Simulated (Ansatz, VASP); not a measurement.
# KI in VASP and in Ansatz

INCAR

```
SYSTEM = KI
PREC     = Accurate       ! precision mode
ENCUT    = 520            ! plane-wave cutoff, eV
EDIFF    = 1E-6           ! SCF threshold, eV
ISMEAR   = 0              ! smearing method
SIGMA    = 0.01           ! smearing width, eV
LREAL    = .FALSE.        ! projectors in reciprocal space
LASPH    = .TRUE.         ! aspherical terms in the spheres
NELM     = 100            ! most SCF steps
ALGO     = Normal         ! electronic algorithm
ISIF     = 2              ! what is computed and relaxed
LWAVE    = .FALSE.        ! write WAVECAR
LCHARG   = .FALSE.        ! write CHGCAR
GGA      = PE             ! functional
NBANDS   = 24             ! bands
```

File KPOINTS:

```
regular mesh
0
G
  6 6 4
  0 0 0
```

Contents of POSCAR:

```
KI
1.0
    6.0394505649      0.0000000000      0.0000000000
   -3.0197252825      5.2303176141      0.0000000000
    0.0000000000      0.0000000000      7.0391244471
K I
2 2
Direct
    0.3333333333      0.6666666667     -0.0625000000
    0.6666666667      0.3333333333      0.4375000000
    0.3333333333      0.6666666667      0.4375000000
    0.6666666667      0.3333333333      0.9375000000
```

Input for Ansatz:

```yaml
crystal:
  lattice:
    - [6.0394505649, 0.0, 0.0]
    - [-3.0197252825, 5.2303176141, 0.0]
    - [0.0, 0.0, 7.0391244471]
  atoms:
    - { symbol: K, position: [0.3333333333, 0.6666666667, -0.0625] }
    - { symbol: K, position: [0.6666666667, 0.3333333333, 0.4375] }
    - { symbol: I, position: [0.3333333333, 0.6666666667, 0.4375] }
    - { symbol: I, position: [0.6666666667, 0.3333333333, 0.9375] }
kpoints:
  mp_grid: { grid: [6, 6, 4] }
hamiltonian:
  xc: pbe
scf:
  occupations: { method: fixed }
  n_extra_bands: 5
output:
  forces: true
  stress: true
  eigenvalues: true
  write_density: true
  write_potential: true
  elf: true
  volumetric_format: npy
```

Alike in both runs: task single point; functional PBE; k mesh 6 × 6 × 4; no spin polarisation.

|  | VASP | Ansatz |
| --- | --- | --- |
| version | VASP 6.6.1 | Ansatz 0.2.0 |
| potentials or method | VASP PAW PBE potentials, release 64 (K_sv, I) | plane waves, PAW |
| plane-wave cutoff (eV) | 520 | 420 |
| occupations | gaussian, width 0.01 eV | fixed |
| valence electrons in the cell | 32 | 52 |

|  | VASP | Ansatz | Ansatz less VASP |
| --- | --- | --- | --- |
| gap on the k mesh at the Fermi level (eV) | 3.79 | 3.79 | +0.004 |
| pressure (GPa) | 0.3 | 0.3 | -0.02 |
| traceless stress, the component that is largest in VASP (GPa) | 0.07 | 0.06 | -0.004 |

VASP's potentials hold 32 valence electrons a cell and Ansatz's 52, so a difference there can come from the potentials and not from the codes. Ansatz's warnings: xc potential rough in thin density.

Neither program's run includes spin-orbit coupling.
